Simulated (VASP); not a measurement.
# GaAg3S2 (P-6m2) in VASP: single point with PBE

Aim: the single point of GaAg3S2 with PBE.

Program: VASP 6.6.1. These are calculated values, not measurements. Logs are shortened: lines on timing, memory, paths and dates and some standing lists are left out, and cuts for length are marked.

### 1 The cell of the first run

Symmetry: P-6m2, No. 187, hexagonal system. The conventional cell has a = 4.162 Å, b = 4.162 Å, c = 8.337 Å, α = 90.00°, β = 90.00°, γ = 120.00°. Ga (site symmetry -6m2) has 3 Ag at 2.40 Å and 6 S at 3.11 Å within 3.2 Å. Within 3.3 Å of Ag (site symmetry -6m2) lie 3 Ag at 2.40 Å and 6 S at 3.25 Å. Within 3.2 Å of Ag (site symmetry -6m2) lie 3 Ga at 2.40 Å and 6 S at 3.11 Å. Within 3.3 Å of Ag (site symmetry -6m2) lie 3 Ag at 2.40 Å and 6 S at 3.25 Å. S (site symmetry 3m) has 9 Ag at 3.11 to 3.25 Å and 3 Ga at 3.11 Å and 7 S at 3.96 to 4.16 Å within 4.2 Å.

The cell was generated, and may not be a known phase.

### 2 Single point, PBE

Input file INCAR:

```
SYSTEM = GaAg3S2
ALGO = Normal
EDIFF = 1E-6
ENCUT = 520
GGA = PE
ISIF = 2
ISMEAR = 0
LASPH = .TRUE.
LCHARG = .FALSE.
LREAL = .FALSE.
LWAVE = .FALSE.
NBANDS = 38
NELM = 80
PREC = Accurate
SIGMA = 0.1
```

Input file KPOINTS:

```
k-points
0
G
  6 6 2
  0 0 0
```

Input file POSCAR:

```
GaAg3S2
1.0
    4.1623305500      0.0000000000      0.0000000000
   -2.0811652700      3.6046839900      0.0000000000
    0.0000000000      0.0000000000      8.3365361100
Ga Ag S
1 3 2
Direct
    0.0000000000      0.0000000000      0.0000000000
    0.0000000000      0.0000000000      0.5000000000
    0.3333333300      0.6666666700      0.0000000000
    0.3333333300      0.6666666700      0.5000000000
    0.6666666700      0.3333333300      0.2376510100
    0.6666666700      0.3333333300      0.7623489900
```

Potentials or basis: VASP PAW PBE potentials, release 64 (Ga_d, Ag, S).

The run is started by

```console
> cat potpaw_PBE.64/Ga_d/POTCAR potpaw_PBE.64/Ag/POTCAR potpaw_PBE.64/S/POTCAR > POTCAR
> mpirun -np 1 vasp_std > vasp.out
```

OUTCAR:

```text
SYSTEM = GaAg3S2
   EDIFF = 1E-6
   ENCUT = 520
   GGA = PE
   ISIF = 2
   ISMEAR = 0
   LASPH = .TRUE.
   LREAL = .FALSE.
   NELM = 80
   PREC = Accurate

 ion  position               nearest neighbor table
   1  0.000  0.000  0.000-   3 2.40   3 2.40   3 2.40
   2  0.000  0.000  0.500-   4 2.40   4 2.40   4 2.40
   3  0.333  0.667  0.000-   1 2.40   1 2.40   1 2.40   5 3.11   6 3.11   5 3.11   6 3.11   6 3.11
                             5 3.11
   4  0.333  0.667  0.500-   2 2.40   2 2.40   2 2.40
   5  0.667  0.333  0.238-   3 3.11   3 3.11   3 3.11
   6  0.667  0.333  0.762-   3 3.11   3 3.11   3 3.11

  LATTYP: Found a hexagonal cell.
 ALAT       =     4.1623305500
 C/A-ratio  =     2.0028529714

  Lattice vectors:

 A1 = (   4.1623305500,   0.0000000000,   0.0000000000)
 A2 = (  -2.0811652700,   3.6046839900,   0.0000000000)
 A3 = (   0.0000000000,   0.0000000000,   8.3365361100)

Analysis of symmetry for initial positions (statically):
=====================================================================
 Subroutine PRICEL returns:
 Original cell was already a primitive cell.

 Routine SETGRP: Setting up the symmetry group for a
 hexagonal supercell.

 Subroutine GETGRP returns: Found 12 space group operations
 (whereof 12 operations were pure point group operations)
 out of a pool of 24 trial point group operations.

The static configuration has the point symmetry D_3h.

Analysis of symmetry for dynamics (positions and initial velocities):
=====================================================================
 Subroutine PRICEL returns:
 Original cell was already a primitive cell.

 Routine SETGRP: Setting up the symmetry group for a
 hexagonal supercell.

 Subroutine GETGRP returns: Found 12 space group operations
 (whereof 12 operations were pure point group operations)
 out of a pool of 24 trial point group operations.

The dynamic configuration has the point symmetry D_3h.

 Subroutine INISYM returns: Found 12 space group operations
 (whereof 12 operations are pure point group operations),
 and found     1 'primitive' translations

----------------------------------------------------------------------------------------

                                     Primitive cell

  volume of cell :     125.0804

  direct lattice vectors                    reciprocal lattice vectors
     4.162330550  0.000000000  0.000000000     0.240250021  0.138708414  0.000000000
    -2.081165270  3.604683990  0.000000000     0.000000000  0.277416828  0.000000000
     0.000000000  0.000000000  8.336536110     0.000000000  0.000000000  0.119953898

  length of vectors
     4.162330550  4.162330543  8.336536110     0.277416828  0.277416828  0.119953898

  position of ions in fractional coordinates (direct lattice)
     0.000000000  0.000000000  0.000000000
     0.000000000  0.000000000  0.500000000
     0.333333330  0.666666670  0.000000000
     0.333333330  0.666666670  0.500000000
     0.666666670  0.333333330  0.237651010
     0.666666670  0.333333330  0.762348990

  ion indices of the primitive-cell ions
   primitive index   ion index
                 1           1
                 2           2
                 3           3
                 4           4
                 5           5
                 6           6

----------------------------------------------------------------------------------------

 KPOINTS: k-points

Automatic generation of k-mesh.
 Grid dimensions read from file:
 generate k-points for:    6    6    2

 Generating k-lattice:

  Cartesian coordinates                     Fractional coordinates (reciprocal lattice)
     0.040041670  0.023118069  0.000000000     0.166666667  0.000000000  0.000000000
     0.000000000  0.046236138  0.000000000     0.000000000  0.166666667  0.000000000
     0.000000000  0.000000000  0.059976949     0.000000000  0.000000000  0.500000000

  Length of vectors
     0.046236138  0.046236138  0.059976949

  Shift w.r.t. Gamma in fractional coordinates (k-lattice)
     0.000000000  0.000000000  0.000000000

 Subroutine IBZKPT returns following result:
 ===========================================

 Found     14 irreducible k-points:

 Following reciprocal coordinates:
            Coordinates               Weight
  0.000000  0.000000  0.000000      1.000000
  0.166667 -0.000000  0.000000      6.000000
  0.333333 -0.000000  0.000000      6.000000
  0.500000 -0.000000  0.000000      3.000000
  0.166667  0.166667  0.000000      6.000000
  0.333333  0.166667  0.000000     12.000000
  0.333333  0.333333  0.000000      2.000000
  0.000000  0.000000  0.500000      1.000000
  0.166667 -0.000000  0.500000      6.000000
  0.333333 -0.000000  0.500000      6.000000
  0.500000 -0.000000  0.500000      3.000000
  0.166667  0.166667  0.500000      6.000000
  0.333333  0.166667  0.500000     12.000000
  0.333333  0.333333  0.500000      2.000000
   k-points           NKPTS =     14   k-points in BZ     NKDIM =     14   number of bands    NBANDS=     38
   number of dos      NEDOS =    301   number of ions     NIONS =      6
   total plane-waves  NPLWV =  65536
   dimension x,y,z NGX =    32 NGY =   32 NGZ =   64
   dimension x,y,z NGXF=    64 NGYF=   64 NGZF=  128
   ions per type =               1   3   2
   NGX,Y,Z   is equivalent  to a cutoff of  12.78, 12.78, 12.76 a.u.
   NGXF,Y,Z  is equivalent  to a cutoff of  25.56, 25.56, 25.53 a.u.
 SYSTEM =  GaAg3S2
   PREC   = accura    normal or accurate (medium, high low for compatibility)
   ISTART =      0    job   : 0-new  1-cont  2-samecut
   ICHARG =      2    charge: 1-file 2-atom 10-const
   ISPIN  =      1    spin polarized calculation?
   LNONCOLLINEAR =      F non collinear calculations
   LSORBIT =      F    spin-orbit coupling
   LASPH  =      T    aspherical Exc in radial PAW
   ENCUT  =  520.0 eV  38.22 Ry    6.18 a.u.   7.74  7.74 15.50*2*pi/ulx,y,z
   NELM   =     80;   NELMIN=  2; NELMDL= -5     # of ELM steps
   EDIFF  = 0.1E-05   stopping-criterion for ELM
   LREAL  =      F    real-space projection
   EDIFFG = 0.1E-04   stopping-criterion for IOM
   NSW    =      0    number of steps for IOM
   IBRION =     -1    ionic relax: 0-MD 1-quasi-New 2-CG
   NFREE  =      0    steps in history (QN), initial steepest desc. (CG)
   ISIF   =      2    stress and relaxation
   ISYM   =      2    0-nonsym 1-usesym 2-fastsym
   POTIM  = 0.5000    time-step for ionic-motion
   TEBEG  =    0.0;   TEEND  =   0.0 temperature during run
   PSTRESS=    0.0 pullay stress
   NELECT =      58.0000    total number of electrons
   NUPDOWN=      -1.0000    fix difference up-down
   EMIN   =  10.00;   EMAX   =-10.00  energy-range for DOS
   EFERMI =   0.00;   METHOD = LEGACY
   ISMEAR =     0;   SIGMA  =   0.10  broadening in eV -4-tet -1-fermi 0-gaus
   EFERMI_NEDOS =   21; number of points for ismear=-14 and -15
   IALGO  =     38    algorithm
   IMIX   =      4    mixing-type and parameters
     AMIX     =   0.40;   BMIX     =  1.00
     AMIX_MAG =   1.60;   BMIX_MAG =  1.00
  volume/ion in A,a.u.               =      20.85       140.68
  Fermi-wavevector in a.u.,A,eV,Ry     =   1.267130  2.394528 21.845751  1.605617
  Thomas-Fermi vector in A             =   2.400294
   LORBIT       =      0    0 simple, 1 ext, 2 COOP (PROOUT), +10 PAW based schemes
   GGA     = PE    functional components
   LHFCALC =     F    Hartree Fock is set to
   AEXX    =    0.0000 exact exchange contribution
   IVDW    =     0    specifies the selected vdW correction
   LEPSILON=     F    determine dielectric tensor
   LRPA    =     F    only Hartree local field effects (RPA)
 non-spin polarized calculation
 Gauss-broadening in eV      SIGMA  =   0.10
  energy-cutoff  :      520.00
  volume of cell :      125.08
 maximum number of plane-waves:      3404
 NGX is ok and might be reduce to    32
   NGX = 15   NGY = 15   NGZ = 31

 number of electron      58.0000016 magnetization

 Free energy of the ion-electron system (eV)
  ---------------------------------------------------
  ext. energy  EPLUGINS =         0.00000000
  ---------------------------------------------------
  free energy    TOTEN  =       -15.62319385 eV

  energy without entropy =      -15.60839013  energy(sigma->0) =      -15.61579199

 E-fermi :   4.8530     XC(G=0): -10.3691

 val. band max:        4.8283846413   @ k =   0.3333  -0.0000   0.5000
 cond. band min:       5.0193350923   @ k =   0.3333   0.1667   0.0000
 fundamental gap:      0.1909504510
 Fermi energy:         4.8530310512

 k-point     1 :       0.0000    0.0000    0.0000
  band No.  band energies     occupation
      1      -9.9902      2.00000
      2      -9.9888      2.00000
      3      -9.9888      2.00000
      4      -9.9424      2.00000
      5      -9.9424      2.00000
      6      -7.3512      2.00000
[... 30 lines left out ...]
     37      12.3184      0.00000
     38      12.3185      0.00000

 k-point     2 :       0.1667   -0.0000    0.0000
  band No.  band energies     occupation
      1     -10.0024      2.00000
      2      -9.9923      2.00000
      3      -9.9819      2.00000
      4      -9.9459      2.00000
      5      -9.9438      2.00000
      6      -7.2225      2.00000
[... 30 lines left out ...]
     37      11.3007      0.00000
     38      12.0600      0.00000

 k-point     3 :       0.3333   -0.0000    0.0000
  band No.  band energies     occupation
      1     -10.0232      2.00000
      2      -9.9993      2.00000
      3      -9.9729      2.00000
      4      -9.9531      2.00000
      5      -9.9465      2.00000
      6      -6.9404      2.00000
[... 30 lines left out ...]
     37      11.0859      0.00000
     38      11.4755      0.00000

 k-point     4 :       0.5000   -0.0000    0.0000
  band No.  band energies     occupation
      1     -10.0338      2.00000
      2     -10.0028      2.00000
      3      -9.9688      2.00000
      4      -9.9567      2.00000
      5      -9.9478      2.00000
      6      -6.7844      2.00000
[... 30 lines left out ...]
     37      10.7182      0.00000
     38      12.0589      0.00000
[... 293 lines left out ...]
      4      -9.9528      2.00000
      5      -9.9443      2.00000
      6      -6.9468      2.00000
[... 30 lines left out ...]
     37      11.5569      0.00000
     38      11.6624      0.00000

 k-point    13 :       0.3333    0.1667    0.5000
  band No.  band energies     occupation
      1     -10.0348      2.00000
      2     -10.0029      2.00000
      3      -9.9685      2.00000
      4      -9.9602      2.00000
      5      -9.9445      2.00000
      6      -6.7462      2.00000
[... 30 lines left out ...]
     37      11.3859      0.00000
     38      11.4795      0.00000

 k-point    14 :       0.3333    0.3333    0.5000
  band No.  band energies     occupation
      1     -10.0416      2.00000
      2     -10.0044      2.00000
      3      -9.9664      2.00000
      4      -9.9646      2.00000
      5      -9.9428      2.00000
      6      -6.6801      2.00000
[... 30 lines left out ...]
     37      11.2528      0.00000
     38      11.4468      0.00000

------------------------ aborting loop because EDIFF is reached ----------------------------------------

  FORCE on cell =-STRESS in cart. coord.  units (eV):
  Direction    XX          YY          ZZ          XY          YZ          ZX
  --------------------------------------------------------------------------------------
  -------------------------------------------------------------------------------------
  Total       10.4138495     10.4138494     -7.6642279      0.0000000      0.0000000     -0.0000000
  in kB      133.3928275    133.3928271    -98.1724423      0.0000002      0.0000000     -0.0000000
  external PRESSURE =      56.2044041 kB  Pullay stress =       0.0000000 kB

 VOLUME and BASIS-vectors are now :
 -----------------------------------------------------------------------------
  energy-cutoff  :      520.00
  volume of cell :      125.08
      direct lattice vectors                 reciprocal lattice vectors
     4.162330550  0.000000000  0.000000000     0.240250021  0.138708414  0.000000000
    -2.081165270  3.604683990  0.000000000     0.000000000  0.277416828  0.000000000
     0.000000000  0.000000000  8.336536110     0.000000000  0.000000000  0.119953898

 POSITION                                       TOTAL-FORCE (eV/Angst)
 -----------------------------------------------------------------------------------
      0.00000      0.00000      0.00000         0.000000      0.000000     -0.000000
      0.00000      0.00000      4.16827         0.000000      0.000000     -0.000000
     -0.00000      2.40312      0.00000        -0.000000      0.000000     -0.000000
     -0.00000      2.40312      4.16827        -0.000000      0.000000     -0.000000
      2.08117      1.20156      1.98119        -0.000000      0.000000      0.347822
      2.08117      1.20156      6.35535        -0.000000      0.000000     -0.347822
 -----------------------------------------------------------------------------------
    total drift:                               -0.000011      0.000006     -0.000000

  FREE ENERGIE OF THE ION-ELECTRON SYSTEM (eV)
  ---------------------------------------------------
  free  energy   TOTEN  =       -15.6231938531 eV

  energy  without entropy=      -15.6083901271  energy(sigma->0) =      -15.61579199
```

It took 54 s on 1 thread of Intel Xeon Platinum 8375C at 2.90GHz (Ice Lake), shared host; peak memory 0.27 GiB.

Results:

* Free energy: -15.6232 eV
* Pressure: 5.6 GPa
* Largest force: 0.348 eV/Å
* Band gap on the k mesh: zero (bands 29 and 30 overlap by 0.75 eV)

Forces in eV/Å, atoms in the order of the input:
```
Ga   0.000  0.000  0.000
Ag   0.000  0.000  0.000
Ag   0.000  0.000  0.000
Ag   0.000  0.000  0.000
S    0.000  0.000  0.348
S    0.000  0.000 -0.348
```

Stress tensor (GPa, compression positive):
```
13.34  0.00  0.00
 0.00 13.34  0.00
 0.00  0.00 -9.82
```

Levels at points of the mesh, in eV from the Fermi level:
| k point | band 27 | band 28 | band 29 | band 30 | band 31 | band 32 |
| --- | --- | --- | --- | --- | --- | --- |
| (0.00, 0.00, 0.00) | -0.73 | -0.52 | -0.52 | 1.24 | 1.86 | 3.96 |
| (0.50, 0.00, 0.00) | -1.19 | -0.71 | -0.64 | -0.57 | 2.22 | 2.41 |
| (0.00, 0.00, 0.50) | -0.64 | -0.61 | -0.61 | -0.26 | 3.67 | 4.02 |
| (0.50, 0.00, 0.50) | -1.68 | -1.13 | -0.29 | 0.87 | 0.92 | 1.97 |

Caveat: the k points lie up to 0.38 Å⁻¹ apart, too coarse for converged energies and pressures of a metal.

The gap in the log of VASP goes by the Fermi energy; the results here count the filled bands.